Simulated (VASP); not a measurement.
Write the native input for VASP 6.6.1 that does the following.

```yaml
Task: single point
Functional: PBEsol
Potentials_or_basis: VASP PAW PBE potentials, release 64 (F, O, K_sv, Tl_d)
Cutoff: 520 eV
k_mesh: 5 × 5 × 5
Occupations: methfessel-paxton, width 0.2327 eV
Spin: collinear spin, ferromagnetic start
Starting_moments: "[3.0, 3.0, 2.0, 1.0, 3.0, 3.0] μB"
Dipole_correction: no
Further_INCAR_settings: ALGO = Normal; EDIFF = 1e-07; NBANDS = 37
```

The structure of KTlO2F2 lies in POSCAR:

```
KTlO2F2
1.0
    1.3227180000     -4.0408750000      0.0000000000
    0.0000000000      2.2369210000     -3.6158610000
    5.5110540000      4.0408750000      0.0000000000
F O K Tl
2 2 1 1
Direct
    0.3560000000      0.6440000000      0.0680000000
    0.6440000000      0.3560000000      0.9320000000
    0.1020000000      0.8980000000      0.3060000000
    0.8980000000      0.1020000000      0.6940000000
    0.5000000000      0.5000000000      0.5000000000
    0.0000000000      0.0000000000      0.0000000000
```

The input as run:

INCAR

```
  PREC = Accurate
  ENCUT = 520
  EDIFF = 1E-7
  ISMEAR = 1
  SIGMA = 0.2327
  LREAL = False
  LASPH = True
  NELM = 150
  ALGO = Normal
  ISIF = 2
  LWAVE = False
  LCHARG = False
  ISPIN = 2
  MAGMOM = 3 3 2 1 3 3
  LORBIT = 11
  GGA = PS
  NBANDS = 37
```

KPOINTS

```
Automatic mesh
0
Gamma
  5 5 5
```

Potentials or basis: VASP PAW PBE potentials, release 64 (F, O, K_sv, Tl_d).

Run with:

```console
$ cat potpaw_PBE.64/F/POTCAR potpaw_PBE.64/O/POTCAR potpaw_PBE.64/K_sv/POTCAR potpaw_PBE.64/Tl_d/POTCAR > POTCAR
$ mpirun -np 1 vasp_std > vasp.out
```

Results of the run:

- Pressure: 1.6 GPa
- Largest force: 0.988 eV/Å
- Band gap on the k mesh: zero (filled and empty bands overlap)
- Net moment: 2.02 μB per cell
- Site moments: F +0.13; O +0.68; K +0.01; Tl +0.03 μB
- Valence electrons inside the program's atomic spheres: F 6.02; O 4.81; K 7.56; Tl 11.19

Caveat: the PAW data sets were made with another functional, which shifts forces and pressure a little; spin-orbit coupling is left out, which moves the levels of the heavy elements.

It took 3.7 min on 1 thread of AMD EPYC 7R43 64-Core Processor (Zen 3), with other jobs on the host, peak memory 0.29 GiB.
